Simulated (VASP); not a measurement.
# YbSb3 (Fm-3m) in VASP: a series of runs

The runs below take YbSb3 through single point, with PBE.

All numbers are computed with VASP 6.6.1; they aren't measurements. Logs are shortened: lines on timing, memory, paths and dates and some standing lists are left out, and cuts for length are marked.

### 1 The cell of the first run

The structure is cubic, space group Fm-3m (No. 225). The conventional cell has a = 7.661 Å, b = 7.661 Å, c = 7.661 Å, α = 90.00°, β = 90.00°, γ = 90.00°. Yb (site symmetry m-3m) has 14 Sb at 3.32 to 3.83 Å within 4.4 Å. Sb (site symmetry -43m) has 4 Yb at 3.32 Å and 10 Sb at 3.32 to 3.83 Å within 4.4 Å. Within 4.4 Å of Sb (site symmetry m-3m) lie 8 Sb at 3.32 Å and 6 Yb at 3.83 Å.

The cell was built from a structure type or drawn by symmetry, and may not be a known phase.

### 2 Single point, PBE

File INCAR:

```
SYSTEM = YbSb3
ALGO = Normal ; EDIFF = 1E-6
ENCUT = 520 ; GGA = PE
ISIF = 2 ; ISMEAR = 0
LASPH = .TRUE. ; LCHARG = .FALSE.
LREAL = .FALSE. ; LWAVE = .FALSE.
NBANDS = 28 ; NELM = 100
PREC = Accurate ; SIGMA = 0.1
```

File KPOINTS:

```
k-points
0
G
  4 4 4
  0 0 0
```

File POSCAR:

```
YbSb3
1.0
    0.0000000000      3.8303180986      3.8303180986
    3.8303180986      0.0000000000      3.8303180986
    3.8303180986      3.8303180986      0.0000000000
Yb Sb
1 3
Direct
    0.5000000000      0.5000000000      0.5000000000
    0.2500000000      0.2500000000      0.2500000000
    0.7500000000      0.7500000000      0.7500000000
    0.0000000000      0.0000000000      0.0000000000
```

Potentials or basis: VASP PAW PBE potentials, release 64 (Yb, Sb).

Started as:

```console
cat potpaw_PBE.64/Yb/POTCAR potpaw_PBE.64/Sb/POTCAR > POTCAR
mpirun -np 1 vasp_std > vasp.out
```

OUTCAR:

```text
SYSTEM = YbSb3
   EDIFF = 1E-6
   ENCUT = 520
   GGA = PE
   ISIF = 2
   ISMEAR = 0
   LASPH = .TRUE.
   LREAL = .FALSE.
   NELM = 100
   PREC = Accurate

 ion  position               nearest neighbor table
   1  0.500  0.500  0.500-   2 3.32   3 3.32   2 3.32   2 3.32   2 3.32   3 3.32   3 3.32   3 3.32

   2  0.250  0.250  0.250-   1 3.32   4 3.32   4 3.32   4 3.32   4 3.32   1 3.32   1 3.32   1 3.32

   3  0.750  0.750  0.750-   1 3.32   4 3.32   1 3.32   1 3.32   1 3.32   4 3.32   4 3.32   4 3.32

   4  0.000  0.000  0.000-   2 3.32   3 3.32   3 3.32   3 3.32   3 3.32   2 3.32   2 3.32   2 3.32

  LATTYP: Found a face centered cubic cell.
 ALAT       =     7.6606361972

  Lattice vectors:

 A1 = (   0.0000000000,   3.8303180986,   3.8303180986)
 A2 = (   3.8303180986,   0.0000000000,   3.8303180986)
 A3 = (   3.8303180986,   3.8303180986,   0.0000000000)

Analysis of symmetry for initial positions (statically):
=====================================================================
 Subroutine PRICEL returns:
 Original cell was already a primitive cell.

 Routine SETGRP: Setting up the symmetry group for a
 face centered cubic supercell.

 Subroutine GETGRP returns: Found 48 space group operations
 (whereof 48 operations were pure point group operations)
 out of a pool of 48 trial point group operations.

The static configuration has the point symmetry O_h .

Analysis of symmetry for dynamics (positions and initial velocities):
=====================================================================
 Subroutine PRICEL returns:
 Original cell was already a primitive cell.

 Routine SETGRP: Setting up the symmetry group for a
 face centered cubic supercell.

 Subroutine GETGRP returns: Found 48 space group operations
 (whereof 48 operations were pure point group operations)
 out of a pool of 48 trial point group operations.

The dynamic configuration has the point symmetry O_h .

 Subroutine INISYM returns: Found 48 space group operations
 (whereof 48 operations are pure point group operations),
 and found     1 'primitive' translations

----------------------------------------------------------------------------------------

                                     Primitive cell

  volume of cell :     112.3918

  direct lattice vectors                    reciprocal lattice vectors
     0.000000000  3.830318099  3.830318099    -0.130537461  0.130537461  0.130537461
     3.830318099  0.000000000  3.830318099     0.130537461 -0.130537461  0.130537461
     3.830318099  3.830318099  0.000000000     0.130537461  0.130537461 -0.130537461

  length of vectors
     5.416887803  5.416887803  5.416887803     0.226097515  0.226097515  0.226097515

  position of ions in fractional coordinates (direct lattice)
     0.500000000  0.500000000  0.500000000
     0.250000000  0.250000000  0.250000000
     0.750000000  0.750000000  0.750000000
     0.000000000  0.000000000  0.000000000

  ion indices of the primitive-cell ions
   primitive index   ion index
                 1           1
                 2           2
                 3           3
                 4           4

----------------------------------------------------------------------------------------

 KPOINTS: k-points

Automatic generation of k-mesh.
 Grid dimensions read from file:
 generate k-points for:    4    4    4

 Generating k-lattice:

  Cartesian coordinates                     Fractional coordinates (reciprocal lattice)
    -0.032634365  0.032634365  0.032634365     0.250000000  0.000000000  0.000000000
     0.032634365 -0.032634365  0.032634365     0.000000000  0.250000000  0.000000000
     0.032634365  0.032634365 -0.032634365     0.000000000  0.000000000  0.250000000

  Length of vectors
     0.056524379  0.056524379  0.056524379

  Shift w.r.t. Gamma in fractional coordinates (k-lattice)
     0.000000000  0.000000000  0.000000000

 Subroutine IBZKPT returns following result:
 ===========================================

 Found      8 irreducible k-points:

 Following reciprocal coordinates:
            Coordinates               Weight
  0.000000  0.000000  0.000000      1.000000
  0.250000  0.000000  0.000000      8.000000
  0.500000  0.000000  0.000000      4.000000
  0.250000  0.250000  0.000000      6.000000
  0.500000  0.250000  0.000000     24.000000
 -0.250000  0.250000  0.000000     12.000000
  0.500000  0.500000  0.000000      3.000000
 -0.250000  0.500000  0.250000      6.000000
   k-points           NKPTS =      8   k-points in BZ     NKDIM =      8   number of bands    NBANDS=     28
   number of dos      NEDOS =    301   number of ions     NIONS =      4
   total plane-waves  NPLWV =  64000
   dimension x,y,z NGX =    40 NGY =   40 NGZ =   40
   dimension x,y,z NGXF=    80 NGYF=   80 NGZF=   80
   ions per type =               1   3
   NGX,Y,Z   is equivalent  to a cutoff of  12.28, 12.28, 12.28 a.u.
   NGXF,Y,Z  is equivalent  to a cutoff of  24.55, 24.55, 24.55 a.u.
 SYSTEM =  YbSb3
   PREC   = accura    normal or accurate (medium, high low for compatibility)
   ISTART =      0    job   : 0-new  1-cont  2-samecut
   ICHARG =      2    charge: 1-file 2-atom 10-const
   ISPIN  =      1    spin polarized calculation?
   LNONCOLLINEAR =      F non collinear calculations
   LSORBIT =      F    spin-orbit coupling
   LASPH  =      T    aspherical Exc in radial PAW
   ENCUT  =  520.0 eV  38.22 Ry    6.18 a.u.  10.07 10.07 10.07*2*pi/ulx,y,z
   NELM   =    100;   NELMIN=  2; NELMDL= -5     # of ELM steps
   EDIFF  = 0.1E-05   stopping-criterion for ELM
   LREAL  =      F    real-space projection
   EDIFFG = 0.1E-04   stopping-criterion for IOM
   NSW    =      0    number of steps for IOM
   IBRION =     -1    ionic relax: 0-MD 1-quasi-New 2-CG
   NFREE  =      0    steps in history (QN), initial steepest desc. (CG)
   ISIF   =      2    stress and relaxation
   ISYM   =      2    0-nonsym 1-usesym 2-fastsym
   POTIM  = 0.5000    time-step for ionic-motion
   TEBEG  =    0.0;   TEEND  =   0.0 temperature during run
   PSTRESS=    0.0 pullay stress
   NELECT =      39.0000    total number of electrons
   NUPDOWN=      -1.0000    fix difference up-down
   EMIN   =  10.00;   EMAX   =-10.00  energy-range for DOS
   EFERMI =   0.00;   METHOD = LEGACY
   ISMEAR =     0;   SIGMA  =   0.10  broadening in eV -4-tet -1-fermi 0-gaus
   EFERMI_NEDOS =   21; number of points for ismear=-14 and -15
   IALGO  =     38    algorithm
   IMIX   =      4    mixing-type and parameters
     AMIX     =   0.40;   BMIX     =  1.00
     AMIX_MAG =   1.60;   BMIX_MAG =  1.00
  volume/ion in A,a.u.               =      28.10       189.61
  Fermi-wavevector in a.u.,A,eV,Ry     =   1.150407  2.173954 18.006444  1.323436
  Thomas-Fermi vector in A             =   2.287071
   LORBIT       =      0    0 simple, 1 ext, 2 COOP (PROOUT), +10 PAW based schemes
   GGA     = PE    functional components
   LHFCALC =     F    Hartree Fock is set to
   AEXX    =    0.0000 exact exchange contribution
   IVDW    =     0    specifies the selected vdW correction
   LEPSILON=     F    determine dielectric tensor
   LRPA    =     F    only Hartree local field effects (RPA)
 non-spin polarized calculation
 Gauss-broadening in eV      SIGMA  =   0.10
  energy-cutoff  :      520.00
  volume of cell :      112.39
 maximum number of plane-waves:      3042
   NGX = 21   NGY = 21   NGZ = 21

 number of electron      38.9999984 magnetization

 Free energy of the ion-electron system (eV)
  ---------------------------------------------------
  ext. energy  EPLUGINS =         0.00000000
  ---------------------------------------------------
  free energy    TOTEN  =       -16.83028650 eV

  energy without entropy =      -16.80689696  energy(sigma->0) =      -16.81859173

 E-fermi :   6.5642     XC(G=0): -10.1506

 val. band max:        6.5065420304   @ k =   0.5000   0.2500   0.0000
 cond. band min:       6.7035653831   @ k =   0.5000   0.5000   0.0000
 fundamental gap:      0.1970233527
 Fermi energy:         6.5642221284

 k-point     1 :       0.0000    0.0000    0.0000
  band No.  band energies     occupation
      1     -45.1020      2.00000
      2     -17.4495      2.00000
      3     -17.4495      2.00000
      4     -17.4495      2.00000
      5      -5.2891      2.00000
      6      -1.1212      2.00000
[... 20 lines left out ...]
     27      12.6058      0.00000
     28      12.6058      0.00000

 k-point     2 :       0.2500    0.0000    0.0000
  band No.  band energies     occupation
      1     -45.1020      2.00000
      2     -17.4550      2.00000
      3     -17.4502      2.00000
      4     -17.4502      2.00000
      5      -4.8451      2.00000
      6      -1.7962      2.00000
[... 20 lines left out ...]
     27      12.3739      0.00000
     28      12.4007      0.00000

 k-point     3 :       0.5000    0.0000    0.0000
  band No.  band energies     occupation
      1     -45.1019      2.00000
      2     -17.4605      2.00000
      3     -17.4509      2.00000
      4     -17.4509      2.00000
      5      -3.9505      2.00000
      6      -3.0462      2.00000
[... 20 lines left out ...]
     27      11.4539      0.00000
     28      11.4539      0.00000

 k-point     4 :       0.2500    0.2500    0.0000
  band No.  band energies     occupation
      1     -45.1020      2.00000
      2     -17.4551      2.00000
      3     -17.4513      2.00000
      4     -17.4513      2.00000
      5      -4.6962      2.00000
      6      -1.7135      2.00000
[... 20 lines left out ...]
     27      12.4007      0.00000
     28      12.4159      0.00000

 k-point     5 :       0.5000    0.2500    0.0000
  band No.  band energies     occupation
      1     -45.1019      2.00000
      2     -17.4587      2.00000
      3     -17.4537      2.00000
      4     -17.4520      2.00000
      5      -3.8117      2.00000
      6      -2.6279      2.00000
[... 20 lines left out ...]
     27      11.3823      0.00000
     28      11.7063      0.00000

 k-point     6 :      -0.2500    0.2500    0.0000
  band No.  band energies     occupation
      1     -45.1019      2.00000
      2     -17.4573      2.00000
      3     -17.4540      2.00000
      4     -17.4509      2.00000
      5      -4.1724      2.00000
      6      -2.2891      2.00000
[... 20 lines left out ...]
     27      11.2834      0.00000
     28      11.5595      0.00000

 k-point     7 :       0.5000    0.5000    0.0000
  band No.  band energies     occupation
      1     -45.1019      2.00000
      2     -17.4605      2.00000
      3     -17.4531      2.00000
      4     -17.4531      2.00000
      5      -3.1781      2.00000
      6      -3.0865      2.00000
[... 20 lines left out ...]
     27      10.9146      0.00000
     28      10.9146      0.00000

 k-point     8 :      -0.2500    0.5000    0.2500
  band No.  band energies     occupation
      1     -45.1019      2.00000
      2     -17.4568      2.00000
      3     -17.4568      2.00000
      4     -17.4531      2.00000
      5      -3.1314      2.00000
      6      -2.6943      2.00000
[... 20 lines left out ...]
     27      11.4711      0.00000
     28      11.7040      0.00000

------------------------ aborting loop because EDIFF is reached ----------------------------------------

  FORCE on cell =-STRESS in cart. coord.  units (eV):
  Direction    XX          YY          ZZ          XY          YZ          ZX
  --------------------------------------------------------------------------------------
  -------------------------------------------------------------------------------------
  Total       -0.0924035     -0.0924035     -0.0924035      0.0000000     -0.0000000     -0.0000000
  in kB       -1.3172394     -1.3172394     -1.3172394      0.0000000     -0.0000000     -0.0000000
  external PRESSURE =      -1.3172394 kB  Pullay stress =       0.0000000 kB

 VOLUME and BASIS-vectors are now :
 -----------------------------------------------------------------------------
  energy-cutoff  :      520.00
  volume of cell :      112.39
      direct lattice vectors                 reciprocal lattice vectors
     0.000000000  3.830318099  3.830318099    -0.130537461  0.130537461  0.130537461
     3.830318099  0.000000000  3.830318099     0.130537461 -0.130537461  0.130537461
     3.830318099  3.830318099  0.000000000     0.130537461  0.130537461 -0.130537461

 POSITION                                       TOTAL-FORCE (eV/Angst)
 -----------------------------------------------------------------------------------
      3.83032      3.83032      3.83032        -0.000000      0.000000     -0.000000
      1.91516      1.91516      1.91516         0.000000     -0.000000     -0.000000
      5.74548      5.74548      5.74548        -0.000000     -0.000000      0.000000
      0.00000      0.00000      0.00000        -0.000000      0.000000     -0.000000
 -----------------------------------------------------------------------------------
    total drift:                               -0.000000     -0.000000      0.000000

  FREE ENERGIE OF THE ION-ELECTRON SYSTEM (eV)
  ---------------------------------------------------
  free  energy   TOTEN  =       -16.8302865034 eV

  energy  without entropy=      -16.8068969597  energy(sigma->0) =      -16.81859173
```

Run time: 88 s. Hardware: 1 thread of Intel Xeon 8259CL, shared host; peak memory 0.26 GiB.

What came out:

```yaml
Free_energy: -16.8303 eV
Pressure: -0.1 GPa
Band_gap_on_the_k_mesh: zero (an odd number of electrons rules out a gap without spin polarisation)
```

Levels at points of the mesh, in eV from the Fermi level:
| k point | band 16 | band 17 | band 18 | band 19 | band 20 | band 21 | band 22 | band 23 |
| --- | --- | --- | --- | --- | --- | --- | --- | --- |
| (0.00, 0.00, 0.00) | -0.35 | -0.33 | -0.30 | -0.30 | -0.30 | 1.01 | 1.01 | 1.01 |
| (0.50, 0.00, 0.00) | -0.35 | -0.33 | -0.29 | -0.29 | 0.43 | 0.65 | 0.65 | 1.98 |
| (0.50, 0.50, 0.00) | -0.34 | -0.34 | 0.14 | 0.14 | 0.39 | 1.79 | 2.30 | 2.30 |

Caveat: spin-orbit coupling is left out, which moves the levels of the heavy elements.

### 3 Single point, PBE

This run uses another cell than the first one, of 30.86 Å³/atom.

File INCAR:

```
SYSTEM = YbSb3
  PREC = Accurate
  ENCUT = 520
  EDIFF = 1E-6
  ISMEAR = 0
  SIGMA = 0.1
  LREAL = .FALSE.
  LASPH = .TRUE.
  NELM = 80
  ALGO = Normal
  ISIF = 2
  LWAVE = .FALSE.
  LCHARG = .FALSE.
  GGA = PE
  NBANDS = 28
```

File KPOINTS:

```
Automatic mesh
0
G
  4 4 4
  0 0 0
```

File POSCAR:

```
YbSb3
1.0
    0.0000000000      3.9520081800      3.9520081800
    3.9520081800      0.0000000000      3.9520081800
    3.9520081800      3.9520081800      0.0000000000
Yb Sb
1 3
Direct
    0.5000000000      0.5000000000      0.5000000000
    0.2500000000      0.2500000000      0.2500000000
    0.7500000000      0.7500000000      0.7500000000
    0.0000000000      0.0000000000      0.0000000000
```

Potentials or basis: VASP PAW PBE potentials, release 64 (Yb, Sb).

Started as:

```console
cat potpaw_PBE.64/Yb/POTCAR potpaw_PBE.64/Sb/POTCAR > POTCAR
mpirun -np 1 vasp_std > vasp.out
```

OUTCAR:

```text
SYSTEM = YbSb3
   PREC = Accurate
   ENCUT = 520
   EDIFF = 1E-6
   ISMEAR = 0
   LREAL = .FALSE.
   LASPH = .TRUE.
   NELM = 80
   ISIF = 2
   GGA = PE

 ion  position               nearest neighbor table
   1  0.500  0.500  0.500-   2 3.42   2 3.42   2 3.42   2 3.42   3 3.42   3 3.42   3 3.42   3 3.42

   2  0.250  0.250  0.250-   4 3.42   4 3.42   4 3.42   1 3.42   4 3.42   1 3.42   1 3.42   1 3.42

   3  0.750  0.750  0.750-   1 3.42   1 3.42   1 3.42   1 3.42   4 3.42   4 3.42   4 3.42   4 3.42

[... 432 lines left out ...]
  --------------------------------------------------------------------------------------
  -------------------------------------------------------------------------------------
  Total       -3.1345104     -3.1345104     -3.1345104      0.0000000      0.0000000      0.0000000
  in kB      -40.6814851    -40.6814851    -40.6814851      0.0000000      0.0000000      0.0000000
  external PRESSURE =     -40.6814851 kB  Pullay stress =       0.0000000 kB

 VOLUME and BASIS-vectors are now :
 -----------------------------------------------------------------------------
  energy-cutoff  :      520.00
  volume of cell :      123.45
      direct lattice vectors                 reciprocal lattice vectors
     0.000000000  3.952008180  3.952008180    -0.126517957  0.126517957  0.126517957
     3.952008180  0.000000000  3.952008180     0.126517957 -0.126517957  0.126517957
     3.952008180  3.952008180  0.000000000     0.126517957  0.126517957 -0.126517957

 POSITION                                       TOTAL-FORCE (eV/Angst)
 -----------------------------------------------------------------------------------
      3.95201      3.95201      3.95201        -0.000000      0.000000     -0.000000
      1.97600      1.97600      1.97600         0.000000      0.000000      0.000000
      5.92801      5.92801      5.92801        -0.000000     -0.000000     -0.000000
      0.00000      0.00000      0.00000        -0.000000      0.000000     -0.000000
 -----------------------------------------------------------------------------------
    total drift:                               -0.000000     -0.000000      0.000000

  FREE ENERGIE OF THE ION-ELECTRON SYSTEM (eV)
  ---------------------------------------------------
  free  energy   TOTEN  =       -16.6670331944 eV

  energy  without entropy=      -16.6432631382  energy(sigma->0) =      -16.65514817
```

OSZICAR:

```text
N       E                     dE             d eps       ncg     rms          rms(c)
DAV:   1     0.252695292859E+03    0.25270E+03   -0.13453E+04   680   0.671E+03
DAV:   2     0.236568929921E+02   -0.22904E+03   -0.22208E+03   708   0.103E+03
DAV:   3    -0.110192671361E+02   -0.34676E+02   -0.34028E+02   636   0.140E+02
[... 24 lines left out ...]
DAV:  28    -0.166670727297E+02    0.27432E-04   -0.86507E-06   640   0.982E-02    0.686E-02
DAV:  29    -0.166670474145E+02    0.25315E-04   -0.98591E-06   744   0.133E-01    0.542E-02
DAV:  30    -0.166670358646E+02    0.11550E-04   -0.70504E-06   612   0.115E-01    0.274E-02
DAV:  31    -0.166670339366E+02    0.19280E-05   -0.21417E-06   408   0.507E-02    0.125E-02
DAV:  32    -0.166670331944E+02    0.74216E-06   -0.10303E-06   320   0.437E-02
   1 F= -.16667033E+02 E0= -.16655148E+02  d E =-.237701E-01
```

Wall time 2.3 min (1 thread of Intel Xeon 8259CL, shared host); peak memory 0.27 GiB.

What came out:

- Free energy: -16.6670 eV
- Pressure: -4.1 GPa
- Band gap on the k mesh: zero (an odd number of electrons rules out a gap without spin polarisation)

Levels at points of the mesh, in eV from the Fermi level:
| k point | band 17 | band 18 | band 19 | band 20 | band 21 | band 22 |
| --- | --- | --- | --- | --- | --- | --- |
| (0.00, 0.00, 0.00) | -0.32 | -0.28 | -0.28 | -0.28 | 0.90 | 0.90 |
| (0.50, 0.00, 0.00) | -0.31 | -0.28 | -0.28 | 0.22 | 0.70 | 0.70 |
| (0.50, 0.50, 0.00) | -0.32 | 0.16 | 0.17 | 0.17 | 1.56 | 2.05 |

Caveat: the cell stands under tension; spin-orbit coupling is left out, which moves the levels of the heavy elements. Spin polarisation is off, so any magnetic state and its effect on volume and gap are missing.
